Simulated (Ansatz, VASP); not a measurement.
# Cd2S5: VASP beside Ansatz

```
CELL_PARAMETERS angstrom
-3.25404 4.21678 3.71710
3.25404 -4.21678 3.71710
3.25404 4.21678 -3.71710
ATOMIC_POSITIONS crystal
Cd 0.15810 0.86074 0.29735
Cd 0.56339 0.86074 0.70265
S 0.78230 0.94429 0.39883
S 0.54546 0.94429 0.16200
S 0.78230 0.38347 0.83800
S 0.54546 0.38347 0.60117
S 0.12869 0.62869 0.50000
```

Alike in both runs: functional PBE; k mesh 8 × 8 × 8; occupations gaussian, width 0.1 eV; no spin polarisation.

Ansatz relaxed the structure, and its values are those at the end. VASP's run is a single point on that final structure, the one shown.

|  | VASP | Ansatz |
| --- | --- | --- |
| version | VASP 6.6.1 | Ansatz 0.2.0 |
| potentials or method | VASP PAW PBE potentials, release 64 (Cd, S), cutoff 520 eV | scalar-relativistic, plane waves, PAW |
| valence electrons in the cell | 54 | 70 |

```csv
,VASP,Ansatz,Ansatz less VASP
gap on the k mesh at the Fermi level (eV),none,none,-
pressure (GPa),0.0,0.0,+0.04
rms of the force components (eV/Å),0.079,0.004,-0.0753
```

A gap of «none» marks a metal or a gap that the smearing closes. VASP's potentials hold 54 valence electrons a cell and Ansatz's 70, so a difference there can come from the potentials and not from the codes.
